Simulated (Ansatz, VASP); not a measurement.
# One calculation of ZnS, two programs

```xyz
2
Lattice="0.0214 2.6730 2.6516 2.6730 0.0214 2.6516 2.6945 2.6945 0.0000" Properties=species:S:1:pos:R:3 pbc="T T T"
Zn    0.0000    0.0000    0.0083
S     1.3472    1.3472    1.3175
```

Change from the starting cell: strained cell.

Alike in both runs: functional PBEsol; k mesh 8 × 8 × 8; occupations gaussian, width 0.02 eV; no spin polarisation.

Ansatz relaxed the structure, and its values are those at the end. VASP's run is a single point on that final structure, the one shown.

|  | VASP | Ansatz |
| --- | --- | --- |
| version | VASP 6.6.1 | Ansatz 0.2.0 |
| potentials or method | VASP PAW PBE potentials, release 64 (Zn, S), cutoff 500 eV | scalar-relativistic, plane waves, PAW |
| valence electrons in the cell | 18 | 18 |

```tsv
	VASP	Ansatz	Ansatz less VASP
gap on the k mesh at the Fermi level (eV)	2.11	2.10	-0.011
least direct gap on the mesh (eV)	2.11	2.10	-0.011
pressure (GPa)	1.3	1.1	-0.19
```

VASP's potentials were made for PBE, not for PBEsol, and Ansatz warns of the same on its side. Ansatz's warnings: stress scf threshold loose.
